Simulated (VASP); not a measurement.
# ZrO2 (Cubic zirconia) (Fm-3m) in VASP: single point with PBEsol

Aim: the single point of ZrO2 (Cubic zirconia) with PBEsol.

Program: VASP 6.6.1. These are calculated values, not measurements. Logs are shortened: lines on timing, memory, paths and dates and some standing lists are left out, and cuts for length are marked.

## 1. The cell of the first run

Symmetry: Fm-3m, No. 225, cubic system. The conventional cell has a = 5.070 Å, b = 5.070 Å, c = 5.070 Å, α = 90.00°, β = 90.00°, γ = 90.00°. Zr (site symmetry m-3m) has 8 O at 2.20 Å within 2.9 Å. O (site symmetry -43m) has 4 Zr at 2.20 Å and 6 O at 2.54 Å within 2.9 Å.

## 2. Single point, PBEsol

INCAR reads:

```
SYSTEM = ZrO2
PREC = Accurate
ENCUT = 600
EDIFF = 1E-6
ISMEAR = 0
SIGMA = 0.01
LREAL = .FALSE.
LASPH = .TRUE.
NELM = 120
ALGO = Normal
ISIF = 2
LWAVE = .FALSE.
LCHARG = .TRUE.
GGA = PS
LELF = .TRUE.
LVHAR = .TRUE.
NBANDS = 19
GGA_COMPAT = .FALSE.
```

KPOINTS reads:

```
regular mesh
0
G
  5 5 5
  0 0 0
```

POSCAR reads:

```
ZrO2
1.0
    0.0000000000      2.5350000000      2.5350000000
    2.5350000000      0.0000000000      2.5350000000
    2.5350000000      2.5350000000      0.0000000000
Zr O
1 2
Direct
    0.0000000000      0.0000000000      0.0000000000
    0.2500000000      0.2500000000      0.2500000000
    0.7500000000      0.7500000000      0.7500000000
```

Potentials or basis: VASP PAW PBE potentials, release 64 (Zr_sv, O).

Started as:

```
cat potpaw_PBE.64/Zr_sv/POTCAR potpaw_PBE.64/O/POTCAR > POTCAR
mpirun -np 1 vasp_std > vasp.out
```

OUTCAR:

```text
SYSTEM = ZrO2
   PREC = Accurate
   ENCUT = 600
   EDIFF = 1E-6
   ISMEAR = 0
   LREAL = .FALSE.
   LASPH = .TRUE.
   NELM = 120
   ISIF = 2
   GGA = PS

 ion  position               nearest neighbor table
   1  0.000  0.000  0.000-   3 2.20   3 2.20   3 2.20   2 2.20   3 2.20   2 2.20   2 2.20   2 2.20

   2  0.250  0.250  0.250-   1 2.20   1 2.20   1 2.20   1 2.20
   3  0.750  0.750  0.750-   1 2.20   1 2.20   1 2.20   1 2.20

  LATTYP: Found a face centered cubic cell.
 ALAT       =     5.0700000000

  Lattice vectors:

 A1 = (   0.0000000000,   2.5350000000,   2.5350000000)
 A2 = (   2.5350000000,   0.0000000000,   2.5350000000)
 A3 = (   2.5350000000,   2.5350000000,   0.0000000000)

Analysis of symmetry for initial positions (statically):
=====================================================================
 Subroutine PRICEL returns:
 Original cell was already a primitive cell.

 Routine SETGRP: Setting up the symmetry group for a
 face centered cubic supercell.

 Subroutine GETGRP returns: Found 48 space group operations
 (whereof 48 operations were pure point group operations)
 out of a pool of 48 trial point group operations.

The static configuration has the point symmetry O_h .

Analysis of symmetry for dynamics (positions and initial velocities):
=====================================================================
 Subroutine PRICEL returns:
 Original cell was already a primitive cell.

 Routine SETGRP: Setting up the symmetry group for a
 face centered cubic supercell.

 Subroutine GETGRP returns: Found 48 space group operations
 (whereof 48 operations were pure point group operations)
 out of a pool of 48 trial point group operations.

The dynamic configuration has the point symmetry O_h .

 Subroutine INISYM returns: Found 48 space group operations
 (whereof 48 operations are pure point group operations),
 and found     1 'primitive' translations

----------------------------------------------------------------------------------------

                                     Primitive cell

  volume of cell :      32.5810

  direct lattice vectors                    reciprocal lattice vectors
     0.000000000  2.535000000  2.535000000    -0.197238659  0.197238659  0.197238659
     2.535000000  0.000000000  2.535000000     0.197238659 -0.197238659  0.197238659
     2.535000000  2.535000000  0.000000000     0.197238659  0.197238659 -0.197238659

  length of vectors
     3.585031381  3.585031381  3.585031381     0.341627378  0.341627378  0.341627378

  position of ions in fractional coordinates (direct lattice)
     0.000000000  0.000000000  0.000000000
     0.250000000  0.250000000  0.250000000
     0.750000000  0.750000000  0.750000000

  ion indices of the primitive-cell ions
   primitive index   ion index
                 1           1
                 2           2
                 3           3

----------------------------------------------------------------------------------------

 KPOINTS: regular mesh

Automatic generation of k-mesh.
 Grid dimensions read from file:
 generate k-points for:    5    5    5

 Generating k-lattice:

  Cartesian coordinates                     Fractional coordinates (reciprocal lattice)
    -0.039447732  0.039447732  0.039447732     0.200000000  0.000000000  0.000000000
     0.039447732 -0.039447732  0.039447732     0.000000000  0.200000000  0.000000000
     0.039447732  0.039447732 -0.039447732     0.000000000  0.000000000  0.200000000

  Length of vectors
     0.068325476  0.068325476  0.068325476

  Shift w.r.t. Gamma in fractional coordinates (k-lattice)
     0.000000000  0.000000000  0.000000000

 Subroutine IBZKPT returns following result:
 ===========================================

 Found     10 irreducible k-points:

 Following reciprocal coordinates:
            Coordinates               Weight
  0.000000  0.000000  0.000000      1.000000
  0.200000  0.000000  0.000000      8.000000
  0.400000  0.000000  0.000000      8.000000
  0.200000  0.200000  0.000000      6.000000
  0.400000  0.200000  0.000000     24.000000
 -0.400000  0.200000  0.000000     24.000000
 -0.200000  0.200000  0.000000     12.000000
  0.400000  0.400000  0.000000      6.000000
 -0.400000  0.400000  0.000000     12.000000
 -0.400000  0.400000  0.200000     24.000000
   k-points           NKPTS =     10   k-points in BZ     NKDIM =     10   number of bands    NBANDS=     19
   number of dos      NEDOS =    301   number of ions     NIONS =      3
   total plane-waves  NPLWV =  27000
   dimension x,y,z NGX =    30 NGY =   30 NGZ =   30
   dimension x,y,z NGXF=    60 NGYF=   60 NGZF=   60
   ions per type =               1   2
   NGX,Y,Z   is equivalent  to a cutoff of  13.91, 13.91, 13.91 a.u.
   NGXF,Y,Z  is equivalent  to a cutoff of  27.82, 27.82, 27.82 a.u.
 SYSTEM =  ZrO2
   PREC   = accura    normal or accurate (medium, high low for compatibility)
   ISTART =      0    job   : 0-new  1-cont  2-samecut
   ICHARG =      2    charge: 1-file 2-atom 10-const
   ISPIN  =      1    spin polarized calculation?
   LNONCOLLINEAR =      F non collinear calculations
   LSORBIT =      F    spin-orbit coupling
   LASPH  =      T    aspherical Exc in radial PAW
   ENCUT  =  600.0 eV  44.10 Ry    6.64 a.u.   7.16  7.16  7.16*2*pi/ulx,y,z
   NELM   =    120;   NELMIN=  2; NELMDL= -5     # of ELM steps
   EDIFF  = 0.1E-05   stopping-criterion for ELM
   LREAL  =      F    real-space projection
   EDIFFG = 0.1E-04   stopping-criterion for IOM
   NSW    =      0    number of steps for IOM
   IBRION =     -1    ionic relax: 0-MD 1-quasi-New 2-CG
   NFREE  =      0    steps in history (QN), initial steepest desc. (CG)
   ISIF   =      2    stress and relaxation
   ISYM   =      2    0-nonsym 1-usesym 2-fastsym
   POTIM  = 0.5000    time-step for ionic-motion
   TEBEG  =    0.0;   TEEND  =   0.0 temperature during run
   PSTRESS=    0.0 pullay stress
   NELECT =      24.0000    total number of electrons
   NUPDOWN=      -1.0000    fix difference up-down
   EMIN   =  10.00;   EMAX   =-10.00  energy-range for DOS
   EFERMI =   0.00;   METHOD = LEGACY
   ISMEAR =     0;   SIGMA  =   0.01  broadening in eV -4-tet -1-fermi 0-gaus
   EFERMI_NEDOS =   21; number of points for ismear=-14 and -15
   IALGO  =     38    algorithm
   IMIX   =      4    mixing-type and parameters
     AMIX     =   0.40;   BMIX     =  1.00
     AMIX_MAG =   1.60;   BMIX_MAG =  1.00
  volume/ion in A,a.u.               =      10.86        73.29
  Fermi-wavevector in a.u.,A,eV,Ry     =   1.478509  2.793977 29.742181  2.185989
  Thomas-Fermi vector in A             =   2.592781
   LORBIT       =      0    0 simple, 1 ext, 2 COOP (PROOUT), +10 PAW based schemes
   GGA     = PS    functional components
   LHFCALC =     F    Hartree Fock is set to
   AEXX    =    0.0000 exact exchange contribution
   IVDW    =     0    specifies the selected vdW correction
   LEPSILON=     F    determine dielectric tensor
   LRPA    =     F    only Hartree local field effects (RPA)
 non-spin polarized calculation
 Gauss-broadening in eV      SIGMA  =   0.01
  energy-cutoff  :      600.00
  volume of cell :       32.58
 maximum number of plane-waves:      1103
 NGX is ok and might be reduce to    30
   NGX = 15   NGY = 15   NGZ = 15

 number of electron      23.9999997 magnetization

 Free energy of the ion-electron system (eV)
  ---------------------------------------------------
  ext. energy  EPLUGINS =         0.00000000
  ---------------------------------------------------
  free energy    TOTEN  =       -29.92938107 eV

  energy without entropy =      -29.92938107  energy(sigma->0) =      -29.92938107

 E-fermi :   7.1491     XC(G=0): -12.1204

 val. band max:        7.0227795862   @ k =  -0.4000   0.4000   0.0000
 cond. band min:      10.5352971214   @ k =   0.0000   0.0000   0.0000
 fundamental gap:      3.5125175352
 Fermi energy:         7.1490641523

 k-point     1 :       0.0000    0.0000    0.0000
  band No.  band energies     occupation
      1     -40.6728      2.00000
      2     -18.5360      2.00000
      3     -18.5360      2.00000
      4     -18.5360      2.00000
      5     -10.9750      2.00000
      6      -8.3201      2.00000
[... 11 lines left out ...]
     18      16.7668      0.00000
     19      21.4790      0.00000

 k-point     2 :       0.2000    0.0000    0.0000
  band No.  band energies     occupation
      1     -40.6552      2.00000
      2     -18.8139      2.00000
      3     -18.5624      2.00000
      4     -18.5624      2.00000
      5     -10.4556      2.00000
      6      -8.6696      2.00000
[... 11 lines left out ...]
     18      16.2539      0.00000
     19      20.7689      0.00000

 k-point     3 :       0.4000    0.0000    0.0000
  band No.  band energies     occupation
      1     -40.6266      2.00000
      2     -19.2113      2.00000
      3     -18.6045      2.00000
      4     -18.6045      2.00000
      5      -9.9858      2.00000
      6      -8.7448      2.00000
[... 11 lines left out ...]
     18      16.3983      0.00000
     19      20.8269      0.00000

 k-point     4 :       0.2000    0.2000    0.0000
  band No.  band energies     occupation
      1     -40.6494      2.00000
      2     -18.8428      2.00000
      3     -18.6019      2.00000
      4     -18.6019      2.00000
      5     -10.2365      2.00000
      6      -8.8228      2.00000
[... 99 lines left out ...]
     18      18.3076      0.00000
     19      22.7584      0.00000

 k-point     9 :      -0.4000    0.4000    0.0000
  band No.  band energies     occupation
      1     -40.6054      2.00000
      2     -19.2277      2.00000
      3     -18.8611      2.00000
      4     -18.7005      2.00000
      5      -9.4490      2.00000
      6      -8.8730      2.00000
[... 11 lines left out ...]
     18      19.6641      0.00000
     19      21.6174      0.00000

 k-point    10 :      -0.4000    0.4000    0.2000
  band No.  band energies     occupation
      1     -40.6090      2.00000
      2     -19.1272      2.00000
      3     -18.9155      2.00000
      4     -18.6968      2.00000
      5      -9.2392      2.00000
      6      -9.1484      2.00000
[... 11 lines left out ...]
     18      18.7509      0.00000
     19      22.4107      0.00000

------------------------ aborting loop because EDIFF is reached ----------------------------------------

  FORCE on cell =-STRESS in cart. coord.  units (eV):
  Direction    XX          YY          ZZ          XY          YZ          ZX
  --------------------------------------------------------------------------------------
  -------------------------------------------------------------------------------------
  Total       -0.1328534     -0.1328534     -0.1328534      0.0000000      0.0000000     -0.0000000
  in kB       -6.5331008     -6.5331008     -6.5331008      0.0000000      0.0000000     -0.0000000
  external PRESSURE =      -6.5331008 kB  Pullay stress =       0.0000000 kB

 VOLUME and BASIS-vectors are now :
 -----------------------------------------------------------------------------
  energy-cutoff  :      600.00
  volume of cell :       32.58
      direct lattice vectors                 reciprocal lattice vectors
     0.000000000  2.535000000  2.535000000    -0.197238659  0.197238659  0.197238659
     2.535000000  0.000000000  2.535000000     0.197238659 -0.197238659  0.197238659
     2.535000000  2.535000000  0.000000000     0.197238659  0.197238659 -0.197238659

 POSITION                                       TOTAL-FORCE (eV/Angst)
 -----------------------------------------------------------------------------------
      0.00000      0.00000      0.00000         0.000000     -0.000000      0.000000
      1.26750      1.26750      1.26750         0.000000      0.000000      0.000000
      3.80250      3.80250      3.80250        -0.000000     -0.000000     -0.000000
 -----------------------------------------------------------------------------------
    total drift:                                0.000000     -0.000000      0.000000

  FREE ENERGIE OF THE ION-ELECTRON SYSTEM (eV)
  ---------------------------------------------------
  free  energy   TOTEN  =       -29.9293810661 eV

  energy  without entropy=      -29.9293810661  energy(sigma->0) =      -29.92938107
```

Run time: 27 s. Hardware: 1 thread of Intel Xeon 8259CL, shared host; peak memory 0.16 GiB.

What came out:

```yaml
Free_energy: -29.9294 eV
Pressure: -0.7 GPa
Band_gap_on_the_k_mesh: 3.51 eV, indirect (least direct gap 3.86 eV)
```

Caveat: the k points lie up to 0.43 Å⁻¹ apart; the PAW data sets were made with another functional, which shifts forces and pressure a little.
